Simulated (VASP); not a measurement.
# Be (P6_3/mmc) in VASP: further runs

Runs on Be. Level: r2SCAN. Tasks: single point.

Program: VASP 6.6.1. These are calculated values, not measurements. Logs are shortened: lines on timing, memory, paths and dates and some standing lists are left out, and cuts for length are marked.

### Step 1. The cell of the first run

It takes space group P6_3/mmc (No. 194, hexagonal). The conventional cell has a = 2.285 Å, b = 2.285 Å, c = 3.584 Å, α = 90.00°, β = 90.00°, γ = 120.00°. Within 2.9 Å of Be (site symmetry -6m2) lie 12 Be at 2.23 to 2.29 Å.

### Step 2. Single point, r2SCAN

File POSCAR:

```
Be
1.0
    2.2853000000      0.0000000000      0.0000000000
   -1.1426500000      1.9791278553      0.0000000000
    0.0000000000      0.0000000000      3.5842000000
Be
2
Direct
    0.3333333333      0.6666666667      0.2500000000
    0.6666666667      0.3333333333      0.7500000000
```

File INCAR.step1:

```
PREC = Accurate
ENCUT = 520
ISMEAR = 0
SIGMA = 0.1
LREAL = False
LASPH = True
NELM = 60
NBANDS = 9
GGA = PE
ALGO = Normal
EDIFF = 1E-4
LWAVE = True
LCHARG = False
```

File INCAR.step2:

```
PREC = Accurate
ENCUT = 520
EDIFF = 1E-6
ISMEAR = 0
SIGMA = 0.1
LREAL = False
LASPH = True
NELM = 60
ALGO = Normal
ISIF = 2
LWAVE = False
LCHARG = True
METAGGA = R2SCAN
LMIXTAU = True
LELF = True
LVHAR = True
NBANDS = 9
ISTART = 1
```

File KPOINTS:

```
Automatic mesh
0
Gamma
  12 12 6
```

Potentials or basis: VASP PAW PBE potentials, release 64 (Be).

Run with:

```console
> cat potpaw_PBE.64/Be/POTCAR > POTCAR
> cp INCAR.step1 INCAR
> mpirun -np 1 vasp_std > vasp.out
> cp INCAR.step2 INCAR
> mpirun -np 1 vasp_std > vasp.out
```

OUTCAR:

```text
PREC = Accurate
   ENCUT = 520
   EDIFF = 1E-6
   ISMEAR = 0
   LREAL = False
   LASPH = True
   NELM = 60
   ISIF = 2
   METAGGA = R2SCAN
   ISTART = 1

 ion  position               nearest neighbor table
   1  0.333  0.667  0.250-   2 2.23   2 2.23   2 2.23   2 2.23   2 2.23   2 2.23
   2  0.667  0.333  0.750-   1 2.23   1 2.23   1 2.23   1 2.23   1 2.23   1 2.23

  LATTYP: Found a hexagonal cell.
 ALAT       =     2.2853000000
 C/A-ratio  =     1.5683717674

  Lattice vectors:

 A1 = (   2.2853000000,   0.0000000000,   0.0000000000)
 A2 = (  -1.1426500000,   1.9791278553,   0.0000000000)
 A3 = (   0.0000000000,   0.0000000000,   3.5842000000)

Analysis of symmetry for initial positions (statically):
=====================================================================
 Subroutine PRICEL returns:
 Original cell was already a primitive cell.

 Routine SETGRP: Setting up the symmetry group for a
 hexagonal supercell.

 Subroutine GETGRP returns: Found 24 space group operations
 (whereof 12 operations were pure point group operations)
 out of a pool of 24 trial point group operations.

The static configuration has the point symmetry D_3d.
 The point group associated with its full space group is D_6h.

Analysis of symmetry for dynamics (positions and initial velocities):
=====================================================================
 Subroutine PRICEL returns:
 Original cell was already a primitive cell.

 Routine SETGRP: Setting up the symmetry group for a
 hexagonal supercell.

 Subroutine GETGRP returns: Found 24 space group operations
 (whereof 12 operations were pure point group operations)
 out of a pool of 24 trial point group operations.

The dynamic configuration has the point symmetry D_3d.
 The point group associated with its full space group is D_6h.

 Subroutine INISYM returns: Found 24 space group operations
 (whereof 12 operations are pure point group operations),
 and found     1 'primitive' translations

----------------------------------------------------------------------------------------

                                     Primitive cell

  volume of cell :      16.2110

  direct lattice vectors                    reciprocal lattice vectors
     2.285300000  0.000000000  0.000000000     0.437579311  0.252636533  0.000000000
    -1.142650000  1.979127855  0.000000000     0.000000000  0.505273066  0.000000000
     0.000000000  0.000000000  3.584200000     0.000000000  0.000000000  0.279002288

  length of vectors
     2.285300000  2.285300000  3.584200000     0.505273066  0.505273066  0.279002288

  position of ions in fractional coordinates (direct lattice)
     0.333333333  0.666666667  0.250000000
     0.666666667  0.333333333  0.750000000

  ion indices of the primitive-cell ions
   primitive index   ion index
                 1           1
                 2           2

----------------------------------------------------------------------------------------

 KPOINTS: Automatic mesh

Automatic generation of k-mesh.
 Grid dimensions read from file:
 generate k-points for:   12   12    6

 Generating k-lattice:

  Cartesian coordinates                     Fractional coordinates (reciprocal lattice)
     0.036464943  0.021053044  0.000000000     0.083333333  0.000000000  0.000000000
     0.000000000  0.042106089  0.000000000     0.000000000  0.083333333  0.000000000
     0.000000000  0.000000000  0.046500381     0.000000000  0.000000000  0.166666667

  Length of vectors
     0.042106089  0.042106089  0.046500381

  Shift w.r.t. Gamma in fractional coordinates (k-lattice)
     0.000000000  0.000000000  0.000000000

 Subroutine IBZKPT returns following result:
 ===========================================

 Found     76 irreducible k-points:

 Following reciprocal coordinates:
            Coordinates               Weight
  0.000000  0.000000  0.000000      1.000000
  0.083333 -0.000000  0.000000      6.000000
  0.166667  0.000000  0.000000      6.000000
  0.250000  0.000000  0.000000      6.000000
  0.333333  0.000000  0.000000      6.000000
  0.416667  0.000000  0.000000      6.000000
[... 16 lines left out ...]
  0.250000  0.000000  0.166667     12.000000
  0.333333  0.000000  0.166667     12.000000
 [... further k-points ...]
   k-points           NKPTS =     76   k-points in BZ     NKDIM =     76   number of bands    NBANDS=      9
   number of dos      NEDOS =    301   number of ions     NIONS =      2
   total plane-waves  NPLWV =   9072
   dimension x,y,z NGX =    18 NGY =   18 NGZ =   28
   dimension x,y,z NGXF=    36 NGYF=   36 NGZF=   56
   ions per type =               2
   NGX,Y,Z   is equivalent  to a cutoff of  13.09, 13.09, 12.99 a.u.
   NGXF,Y,Z  is equivalent  to a cutoff of  26.19, 26.19, 25.97 a.u.
 SYSTEM =  unknown system
   PREC   = accura    normal or accurate (medium, high low for compatibility)
   ISTART =      1    job   : 0-new  1-cont  2-samecut
   ICHARG =      0    charge: 1-file 2-atom 10-const
   ISPIN  =      1    spin polarized calculation?
   LNONCOLLINEAR =      F non collinear calculations
   LSORBIT =      F    spin-orbit coupling
   LASPH  =      T    aspherical Exc in radial PAW
   ENCUT  =  520.0 eV  38.22 Ry    6.18 a.u.   4.25  4.25  6.66*2*pi/ulx,y,z
   NELM   =     60;   NELMIN=  2; NELMDL=  0     # of ELM steps
   EDIFF  = 0.1E-05   stopping-criterion for ELM
   LREAL  =      F    real-space projection
   EDIFFG = 0.1E-04   stopping-criterion for IOM
   NSW    =      0    number of steps for IOM
   IBRION =     -1    ionic relax: 0-MD 1-quasi-New 2-CG
   NFREE  =      0    steps in history (QN), initial steepest desc. (CG)
   ISIF   =      2    stress and relaxation
   ISYM   =      2    0-nonsym 1-usesym 2-fastsym
   POTIM  = 0.5000    time-step for ionic-motion
   TEBEG  =    0.0;   TEEND  =   0.0 temperature during run
   PSTRESS=    0.0 pullay stress
   NELECT =       4.0000    total number of electrons
   NUPDOWN=      -1.0000    fix difference up-down
   EMIN   =  10.00;   EMAX   =-10.00  energy-range for DOS
   EFERMI =   0.00;   METHOD = LEGACY
   ISMEAR =     0;   SIGMA  =   0.10  broadening in eV -4-tet -1-fermi 0-gaus
   EFERMI_NEDOS =   21; number of points for ismear=-14 and -15
   IALGO  =     38    algorithm
   IMIX   =      4    mixing-type and parameters
     AMIX     =   0.40;   BMIX     =  1.00
     AMIX_MAG =   1.60;   BMIX_MAG =  1.00
  volume/ion in A,a.u.               =       8.11        54.70
  Fermi-wavevector in a.u.,A,eV,Ry     =   1.026814  1.940397 14.345258  1.054347
  Thomas-Fermi vector in A             =   2.160726
   LORBIT       =      0    0 simple, 1 ext, 2 COOP (PROOUT), +10 PAW based schemes
   METAGGA = R2SCAN    functional components
   LHFCALC =     F    Hartree Fock is set to
   AEXX    =    0.0000 exact exchange contribution
   IVDW    =     0    specifies the selected vdW correction
   LEPSILON=     F    determine dielectric tensor
   LRPA    =     F    only Hartree local field effects (RPA)
 non-spin polarized calculation
 Gauss-broadening in eV      SIGMA  =   0.10
  energy-cutoff  :      520.00
  volume of cell :       16.21
 maximum number of plane-waves:       452
 NGX is ok and might be reduce to    18
   NGX =  9   NGY =  9   NGZ = 13

 number of electron       4.0000000 magnetization

 Free energy of the ion-electron system (eV)
  ---------------------------------------------------
  ext. energy  EPLUGINS =         0.00000000
  ---------------------------------------------------
  free energy    TOTEN  =        -8.68192974 eV

  energy without entropy =       -8.68100753  energy(sigma->0) =       -8.68146864

 E-fermi :   7.3781     XC(G=0): -11.1745

 val. band max:        7.2393853704   @ k =   0.3333   0.3333   0.5000
 cond. band min:       7.4254347729   @ k =   0.2500   0.1667   0.0000
 fundamental gap:      0.1860494025
 Fermi energy:         7.3780886254

 k-point     1 :       0.0000    0.0000    0.0000
  band No.  band energies     occupation
      1      -5.1695      2.00000
      2       2.3061      2.00000
      3       7.9739      0.00000
      4      23.8556      0.00000
      5      23.8556      0.00000
      6      26.8605      0.00000
      7      26.8605      0.00000
      8      29.2624      0.00000
      9      34.9189      0.00000

 k-point     2 :       0.0833   -0.0000    0.0000
  band No.  band energies     occupation
      1      -4.9562      2.00000
      2       2.5791      2.00000
      3       8.0482      0.00000
      4      22.1347      0.00000
      5      22.6725      0.00000
      6      26.8570      0.00000
      7      27.4500      0.00000
      8      28.8136      0.00000
      9      32.3971      0.00000

 k-point     3 :       0.1667    0.0000    0.0000
  band No.  band energies     occupation
      1      -4.3157      2.00000
      2       3.3965      2.00000
      3       8.2313      0.00000
      4      18.6642      0.00000
      5      20.7924      0.00000
      6      26.5317      0.00000
      7      27.0316      0.00000
      8      27.4459      0.00000
      9      28.9531      0.00000

 k-point     4 :       0.2500    0.0000    0.0000
  band No.  band energies     occupation
      1      -3.2490      2.00000
      2       4.7516      2.00000
      3       8.2932      0.00000
      4      15.3030      0.00000
      5      19.1369      0.00000
      6      23.6486      0.00000
      7      24.2905      0.00000
      8      26.6581      0.00000
      9      27.4577      0.00000
[... 205 lines left out ...]
 k-point    22 :       0.1667    0.0000    0.1667
  band No.  band energies     occupation
      1      -4.0555      2.00000
      2       1.9583      2.00000
      3      10.2349      0.00000
      4      18.9067      0.00000
      5      21.0843      0.00000
      6      25.1132      0.00000
      7      26.3969      0.00000
      8      26.6882      0.00000
      9      29.5478      0.00000

 k-point    23 :       0.2500    0.0000    0.1667
  band No.  band energies     occupation
      1      -2.9893      2.00000
      2       3.1084      2.00000
      3      10.3752      0.00000
      4      15.6122      0.00000
      5      19.4408      0.00000
      6      21.4575      0.00000
      7      25.6534      0.00000
      8      25.7006      0.00000
      9      27.7581      0.00000

 k-point    24 :       0.3333    0.0000    0.1667
  band No.  band energies     occupation
      1      -1.5098      2.00000
      2       4.4961      2.00000
      3       9.4185      0.00000
      4      14.0748      0.00000
      5      17.9157      0.00000
      6      18.2085      0.00000
      7      23.3405      0.00000
      8      24.6819      0.00000
      9      27.1300      0.00000

 [... further k-points ...]
[... 5 lines left out ...]
  --------------------------------------------------------------------------------------
  -------------------------------------------------------------------------------------
  Total       -0.3321496     -0.3321496     -0.1895855      0.0000000      0.0000000     -0.0000000
  in kB      -32.8272849    -32.8272849    -18.7372742      0.0000000      0.0000000     -0.0000000
  external PRESSURE =     -28.1306146 kB  Pullay stress =       0.0000000 kB

 VOLUME and BASIS-vectors are now :
 -----------------------------------------------------------------------------
  energy-cutoff  :      520.00
  volume of cell :       16.21
      direct lattice vectors                 reciprocal lattice vectors
     2.285300000  0.000000000  0.000000000     0.437579311  0.252636533  0.000000000
    -1.142650000  1.979127855  0.000000000     0.000000000  0.505273066  0.000000000
     0.000000000  0.000000000  3.584200000     0.000000000  0.000000000  0.279002288

 POSITION                                       TOTAL-FORCE (eV/Angst)
 -----------------------------------------------------------------------------------
     -0.00000      1.31942      0.89605        -0.000000     -0.000000      0.000000
      1.14265      0.65971      2.68815         0.000000      0.000000      0.000000
 -----------------------------------------------------------------------------------
    total drift:                                0.000000     -0.000000      0.000000

  FREE ENERGIE OF THE ION-ELECTRON SYSTEM (eV)
  ---------------------------------------------------
  free  energy   TOTEN  =        -8.6819297422 eV

  energy  without entropy=       -8.6810075291  energy(sigma->0) =       -8.68146864
```

It took 14 s on 1 thread of Intel Xeon 6975P-C (Granite Rapids), shared host; peak memory 0.12 GiB.

Results:

- Free energy: -8.6819 eV
- Pressure: -2.8 GPa
- Band gap on the k mesh: zero (band 2 reaches 7.79 eV, above the bottom of band 3 at 5.78 eV)

Stress tensor (GPa, compression positive):
```
-3.28  0.00  0.00
 0.00 -3.28  0.00
 0.00  0.00 -1.87
```

Caveat: the PAW data sets were made with another functional, which shifts forces and pressure a little.

(Part 1 of 2 ends here.)
